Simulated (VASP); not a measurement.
# SiO2 (P4_12_12) in VASP: notebook

The runs below take SiO2 through single point, with r2SCAN.

Program: VASP 6.6.1. These are calculated values, not measurements. Logs are shortened: lines on timing, memory, paths and dates and some standing lists are left out, and cuts for length are marked.

## (1) The cell of the first run

Symmetry: P4_12_12, No. 92, tetragonal system. Conventional cell: a = 4.929 Å, b = 4.929 Å, c = 6.845 Å, α = 90.00°, β = 90.00°, γ = 90.00°. Si (site symmetry 2) has 4 O at 1.60 Å within 2.1 Å. Within 2.1 Å of O (site symmetry 1) lie 2 Si at 1.60 Å.

## (2) Single point, r2SCAN (13.86 Å³/atom)

File POSCAR:

```
SiO2
1.0
    4.9288719629      0.0000000000      0.0000000000
    0.0000000000      4.9288719629      0.0000000000
    0.0000000000      0.0000000000      6.8450264160
Si O
4 8
Direct
    0.3024588131      0.3024588131      0.0000000000
    0.1975411869      0.8024588131      0.2500000000
    0.6975411869      0.6975411869      0.5000000000
    0.8024588131      0.1975411869      0.7500000000
    0.2381684589      0.1092706349      0.1814546508
    0.3907293651      0.7381684589      0.4314546508
    0.7618315411      0.8907293651      0.6814546508
    0.6092706349      0.2618315411      0.9314546508
    0.7381684589      0.3907293651      0.5685453492
    0.8907293651      0.7618315411      0.3185453492
    0.2618315411      0.6092706349      0.0685453492
    0.1092706349      0.2381684589      0.8185453492
```

File INCAR.step1:

```
SYSTEM = SiO2
PREC     = Accurate       ! precision mode
ENCUT    = 520            ! plane-wave cutoff, eV
ISMEAR   = 0              ! smearing method
SIGMA    = 0.01           ! smearing width, eV
LREAL    = .False.        ! projectors in reciprocal space
LASPH    = .True.         ! aspherical terms in the spheres
NELM     = 100            ! most SCF steps
NBANDS   = 44             ! bands
GGA      = PE             ! functional
ALGO     = Normal         ! electronic algorithm
EDIFF    = 1E-4           ! SCF threshold, eV
LWAVE    = .True.         ! write WAVECAR
LCHARG   = .False.        ! write CHGCAR
```

File INCAR.step2:

```
SYSTEM = SiO2
PREC     = Accurate       ! precision mode
ENCUT    = 520            ! plane-wave cutoff, eV
EDIFF    = 1E-6           ! SCF threshold, eV
ISMEAR   = 0              ! smearing method
SIGMA    = 0.01           ! smearing width, eV
LREAL    = .False.        ! projectors in reciprocal space
LASPH    = .True.         ! aspherical terms in the spheres
NELM     = 100            ! most SCF steps
ALGO     = Normal         ! electronic algorithm
ISIF     = 2              ! what is computed and relaxed
LWAVE    = .False.        ! write WAVECAR
LCHARG   = .False.        ! write CHGCAR
METAGGA  = R2SCAN         ! meta-GGA
LMIXTAU  = .True.       
NBANDS   = 44             ! bands
ISTART   = 1
```

File KPOINTS:

```
Automatic mesh
0
Gamma
  4 4 4
  0 0 0
```

Potentials or basis: VASP PAW PBE potentials, release 64 (Si, O).

The run is started by

```sh
> cat potpaw_PBE.64/Si/POTCAR potpaw_PBE.64/O/POTCAR > POTCAR
> cp INCAR.step1 INCAR
> mpirun -np 1 vasp_std > vasp.out
> cp INCAR.step2 INCAR
> mpirun -np 1 vasp_std > vasp.out
```

OUTCAR:

```text
SYSTEM = SiO2
   PREC = Accurate
   ENCUT = 520
   EDIFF = 1E-6
   ISMEAR = 0
   LREAL = .False.
   LASPH = .True.
   NELM = 100
   ISIF = 2
   METAGGA = R2SCAN
   ISTART = 1

 ion  position               nearest neighbor table
   1  0.302  0.302  0.000-   8 1.60  11 1.60   5 1.60  12 1.60   2 3.04   4 3.04   2 3.04   4 3.04

   2  0.198  0.802  0.250-   5 1.60  10 1.60   6 1.60  11 1.60   1 3.04   3 3.04   1 3.04   3 3.04

   3  0.698  0.698  0.500-   6 1.60   9 1.60   7 1.60  10 1.60   2 3.04   4 3.04   4 3.04   2 3.04

   4  0.802  0.198  0.750-   7 1.60  12 1.60   9 1.60   8 1.60   1 3.04   3 3.04   3 3.04   1 3.04

   5  0.238  0.109  0.181-   2 1.60   1 1.60
   6  0.391  0.738  0.431-   3 1.60   2 1.60
   7  0.762  0.891  0.681-   4 1.60   3 1.60
   8  0.609  0.262  0.931-   1 1.60   4 1.60
   9  0.738  0.391  0.569-   3 1.60   4 1.60
  10  0.891  0.762  0.319-   2 1.60   3 1.60
  11  0.262  0.609  0.069-   1 1.60   2 1.60
  12  0.109  0.238  0.819-   4 1.60   1 1.60

  LATTYP: Found a simple tetragonal cell.
 ALAT       =     4.9288719629
 C/A-ratio  =     1.3887612556

  Lattice vectors:

 A1 = (   4.9288719629,   0.0000000000,   0.0000000000)
 A2 = (   0.0000000000,   4.9288719629,   0.0000000000)
 A3 = (   0.0000000000,   0.0000000000,   6.8450264160)

Analysis of symmetry for initial positions (statically):
=====================================================================
 Subroutine PRICEL returns:
 Original cell was already a primitive cell.

 Routine SETGRP: Setting up the symmetry group for a
 simple tetragonal supercell.

 Subroutine GETGRP returns: Found  8 space group operations
 (whereof  2 operations were pure point group operations)
 out of a pool of 16 trial point group operations.

The static configuration has the point symmetry C_2 .
 The point group associated with its full space group is D_4 .

Analysis of symmetry for dynamics (positions and initial velocities):
=====================================================================
 Subroutine PRICEL returns:
 Original cell was already a primitive cell.

 Routine SETGRP: Setting up the symmetry group for a
 simple tetragonal supercell.

 Subroutine GETGRP returns: Found  8 space group operations
 (whereof  2 operations were pure point group operations)
 out of a pool of 16 trial point group operations.

The dynamic configuration has the point symmetry C_2 .
 The point group associated with its full space group is D_4 .

 Subroutine INISYM returns: Found  8 space group operations
 (whereof  2 operations are pure point group operations),
 and found     1 'primitive' translations

----------------------------------------------------------------------------------------

                                     Primitive cell

  volume of cell :     166.2916

  direct lattice vectors                    reciprocal lattice vectors
     4.928871963  0.000000000  0.000000000     0.202886179  0.000000000  0.000000000
     0.000000000  4.928871963  0.000000000     0.000000000  0.202886179  0.000000000
     0.000000000  0.000000000  6.845026416     0.000000000  0.000000000  0.146091474

  length of vectors
     4.928871963  4.928871963  6.845026416     0.202886179  0.202886179  0.146091474

  position of ions in fractional coordinates (direct lattice)
     0.302458813  0.302458813  0.000000000
     0.197541187  0.802458813  0.250000000
     0.697541187  0.697541187  0.500000000
     0.802458813  0.197541187  0.750000000
     0.238168459  0.109270635  0.181454651
     0.390729365  0.738168459  0.431454651
     0.761831541  0.890729365  0.681454651
     0.609270635  0.261831541  0.931454651
     0.738168459  0.390729365  0.568545349
     0.890729365  0.761831541  0.318545349
     0.261831541  0.609270635  0.068545349
     0.109270635  0.238168459  0.818545349

  ion indices of the primitive-cell ions
   primitive index   ion index
                 1           1
                 2           2
                 3           3
                 4           4
                 5           5
                 6           6
                 7           7
                 8           8
                 9           9
                10          10
                11          11
                12          12

----------------------------------------------------------------------------------------

 KPOINTS: Automatic mesh

Automatic generation of k-mesh.
 Grid dimensions read from file:
 generate k-points for:    4    4    4

 Generating k-lattice:

  Cartesian coordinates                     Fractional coordinates (reciprocal lattice)
     0.050721545  0.000000000  0.000000000     0.250000000  0.000000000  0.000000000
     0.000000000  0.050721545  0.000000000     0.000000000  0.250000000  0.000000000
     0.000000000  0.000000000  0.036522869     0.000000000  0.000000000  0.250000000

  Length of vectors
     0.050721545  0.050721545  0.036522869

  Shift w.r.t. Gamma in fractional coordinates (k-lattice)
     0.000000000  0.000000000  0.000000000

 Subroutine IBZKPT returns following result:
 ===========================================

 Found     18 irreducible k-points:

 Following reciprocal coordinates:
            Coordinates               Weight
  0.000000  0.000000  0.000000      1.000000
  0.250000  0.000000  0.000000      4.000000
  0.500000  0.000000  0.000000      2.000000
  0.250000  0.250000  0.000000      4.000000
  0.500000  0.250000  0.000000      4.000000
  0.500000  0.500000  0.000000      1.000000
[... 10 lines left out ...]
  0.500000  0.250000  0.500000      4.000000
  0.500000  0.500000  0.500000      1.000000
   k-points           NKPTS =     18   k-points in BZ     NKDIM =     18   number of bands    NBANDS=     44
   number of dos      NEDOS =    301   number of ions     NIONS =     12
   total plane-waves  NPLWV =  86400
   dimension x,y,z NGX =    40 NGY =   40 NGZ =   54
   dimension x,y,z NGXF=    80 NGYF=   80 NGZF=  108
   ions per type =               4   8
   NGX,Y,Z   is equivalent  to a cutoff of  13.49, 13.49, 13.12 a.u.
   NGXF,Y,Z  is equivalent  to a cutoff of  26.98, 26.98, 26.23 a.u.
 SYSTEM =  SiO2
   PREC   = accura    normal or accurate (medium, high low for compatibility)
   ISTART =      1    job   : 0-new  1-cont  2-samecut
   ICHARG =      0    charge: 1-file 2-atom 10-const
   ISPIN  =      1    spin polarized calculation?
   LNONCOLLINEAR =      F non collinear calculations
   LSORBIT =      F    spin-orbit coupling
   LASPH  =      T    aspherical Exc in radial PAW
   ENCUT  =  520.0 eV  38.22 Ry    6.18 a.u.   9.16  9.16 12.73*2*pi/ulx,y,z
   NELM   =    100;   NELMIN=  2; NELMDL=  0     # of ELM steps
   EDIFF  = 0.1E-05   stopping-criterion for ELM
   LREAL  =      F    real-space projection
   EDIFFG = 0.1E-04   stopping-criterion for IOM
   NSW    =      0    number of steps for IOM
   IBRION =     -1    ionic relax: 0-MD 1-quasi-New 2-CG
   NFREE  =      0    steps in history (QN), initial steepest desc. (CG)
   ISIF   =      2    stress and relaxation
   ISYM   =      2    0-nonsym 1-usesym 2-fastsym
   POTIM  = 0.5000    time-step for ionic-motion
   TEBEG  =    0.0;   TEEND  =   0.0 temperature during run
   PSTRESS=    0.0 pullay stress
   NELECT =      64.0000    total number of electrons
   NUPDOWN=      -1.0000    fix difference up-down
   EMIN   =  10.00;   EMAX   =-10.00  energy-range for DOS
   EFERMI =   0.00;   METHOD = LEGACY
   ISMEAR =     0;   SIGMA  =   0.01  broadening in eV -4-tet -1-fermi 0-gaus
   EFERMI_NEDOS =   21; number of points for ismear=-14 and -15
   IALGO  =     38    algorithm
   IMIX   =      4    mixing-type and parameters
     AMIX     =   0.40;   BMIX     =  1.00
     AMIX_MAG =   1.60;   BMIX_MAG =  1.00
  volume/ion in A,a.u.               =      13.86        93.52
  Fermi-wavevector in a.u.,A,eV,Ry     =   1.190816  2.250316 19.293651  1.418043
  Thomas-Fermi vector in A             =   2.326892
   LORBIT       =      0    0 simple, 1 ext, 2 COOP (PROOUT), +10 PAW based schemes
   METAGGA = R2SCAN    functional components
   LHFCALC =     F    Hartree Fock is set to
   AEXX    =    0.0000 exact exchange contribution
   IVDW    =     0    specifies the selected vdW correction
   LEPSILON=     F    determine dielectric tensor
   LRPA    =     F    only Hartree local field effects (RPA)
 non-spin polarized calculation
 Gauss-broadening in eV      SIGMA  =   0.01
  energy-cutoff  :      520.00
  volume of cell :      166.29
 maximum number of plane-waves:      4500
 NGX is ok and might be reduce to    40
   NGX = 19   NGY = 19   NGZ = 25

 number of electron      63.9999963 magnetization

 Free energy of the ion-electron system (eV)
  ---------------------------------------------------
  ext. energy  EPLUGINS =         0.00000000
  ---------------------------------------------------
  free energy    TOTEN  =      -119.05948102 eV

  energy without entropy =     -119.05948102  energy(sigma->0) =     -119.05948102

 E-fermi :  -0.0225     XC(G=0):  -9.0220

 val. band max:       -0.0979331821   @ k =   0.0000   0.0000   0.0000
 cond. band min:       6.4090834675   @ k =   0.0000   0.0000   0.0000
 fundamental gap:      6.5070166496
 Fermi energy:        -0.0224866285

 k-point     1 :       0.0000    0.0000    0.0000
  band No.  band energies     occupation
      1     -20.7157      2.00000
      2     -19.7785      2.00000
      3     -19.7785      2.00000
      4     -18.5964      2.00000
      5     -18.5498      2.00000
      6     -18.5435      2.00000
[... 36 lines left out ...]
     43      12.5779      0.00000
     44      12.7157      0.00000
[... 758 lines left out ...]
      4     -19.7406      2.00000
      5     -18.6135      2.00000
      6     -18.6135      2.00000
[... 36 lines left out ...]
     43      11.5181      0.00000
     44      11.5181      0.00000

------------------------ aborting loop because EDIFF is reached ----------------------------------------

  FORCE on cell =-STRESS in cart. coord.  units (eV):
  Direction    XX          YY          ZZ          XY          YZ          ZX
  --------------------------------------------------------------------------------------
  -------------------------------------------------------------------------------------
  Total        6.2226844      6.2226844      6.1797465      0.0000000      0.0000000     -0.0000000
  in kB       59.9539987     59.9539987     59.5403028      0.0000000      0.0000000     -0.0000000
  external PRESSURE =      59.8161001 kB  Pullay stress =       0.0000000 kB

 VOLUME and BASIS-vectors are now :
 -----------------------------------------------------------------------------
  energy-cutoff  :      520.00
  volume of cell :      166.29
      direct lattice vectors                 reciprocal lattice vectors
     4.928871963  0.000000000  0.000000000     0.202886179  0.000000000  0.000000000
     0.000000000  4.928871963  0.000000000     0.000000000  0.202886179  0.000000000
     0.000000000  0.000000000  6.845026416     0.000000000  0.000000000  0.146091474

 POSITION                                       TOTAL-FORCE (eV/Angst)
 -----------------------------------------------------------------------------------
      1.49078      1.49078      0.00000         0.039388      0.039388      0.000000
      0.97366      3.95522      1.71126        -0.039388      0.039388     -0.000000
      3.43809      3.43809      3.42251        -0.039388     -0.039388      0.000000
      3.95522      0.97366      5.13377         0.039388     -0.039388      0.000000
      1.17390      0.53858      1.24206        -0.040537      0.223881      0.276393
      1.92586      3.63834      2.95332        -0.223881     -0.040537      0.276393
      3.75497      4.39029      4.66458         0.040537     -0.223881      0.276393
      3.00302      1.29053      6.37583         0.223881      0.040537      0.276393
      3.63834      1.92586      3.89171        -0.040537     -0.223881     -0.276393
      4.39029      3.75497      2.18045        -0.223881      0.040537     -0.276393
      1.29053      3.00302      0.46919         0.040537      0.223881     -0.276393
      0.53858      1.17390      5.60296         0.223881     -0.040537     -0.276393
 -----------------------------------------------------------------------------------
    total drift:                               -0.000000      0.000000      0.000000

  FREE ENERGIE OF THE ION-ELECTRON SYSTEM (eV)
  ---------------------------------------------------
  free  energy   TOTEN  =      -119.0594810233 eV

  energy  without entropy=     -119.0594810233  energy(sigma->0) =     -119.05948102
```

Wall time 12 min (1 thread of Intel Xeon Platinum 8488C (Sapphire Rapids), shared host); peak memory 0.35 GiB.

Results:

| Quantity | Value |
| --- | --- |
| Free energy | -119.0595 eV |
| Pressure | 6.0 GPa |
| Largest force | 0.358 eV/Å |
| Band gap on the k mesh | 6.51 eV |

Forces in eV/Å, atoms in the order of the input:
```
Si   0.039  0.039  0.000
Si  -0.039  0.039  0.000
Si  -0.039 -0.039  0.000
Si   0.039 -0.039  0.000
O   -0.041  0.224  0.276
O   -0.224 -0.041  0.276
O    0.041 -0.224  0.276
O    0.224  0.041  0.276
O   -0.041 -0.224 -0.276
O   -0.224  0.041 -0.276
O    0.041  0.224 -0.276
O    0.224 -0.041 -0.276
```

Levels at points of the mesh, in eV from the valence-band top:
| k point | band 28 | band 29 | band 30 | band 31 | band 32 | band 33 | band 34 | band 35 | band 36 | band 37 |
| --- | --- | --- | --- | --- | --- | --- | --- | --- | --- | --- |
| (0.00, 0.00, 0.00) | -1.29 | -0.71 | -0.31 | -0.31 | 0.00 | 6.51 | 9.79 | 9.79 | 10.33 | 10.33 |
| (0.50, 0.00, 0.00) | -1.04 | -0.67 | -0.67 | -0.51 | -0.51 | 8.65 | 8.65 | 10.16 | 10.16 | 10.88 |
| (0.50, 0.50, 0.00) | -1.39 | -0.62 | -0.62 | -0.56 | -0.56 | 9.62 | 9.62 | 9.85 | 9.85 | 10.79 |
| (0.00, 0.00, 0.50) | -0.86 | -0.56 | -0.56 | -0.41 | -0.41 | 7.81 | 7.81 | 10.48 | 10.48 | 10.76 |
| (0.50, 0.00, 0.50) | -1.04 | -0.97 | -0.97 | -0.18 | -0.18 | 9.17 | 9.17 | 9.73 | 9.73 | 10.21 |
| (0.50, 0.50, 0.50) | -1.41 | -0.64 | -0.64 | -0.64 | -0.64 | 10.15 | 10.15 | 10.15 | 10.15 | 10.82 |

Caveat: the cell stands under pressure; the PAW data sets were made with another functional, which shifts forces and pressure a little. A k mesh can miss the band edges.

[end of part 1 of 2]
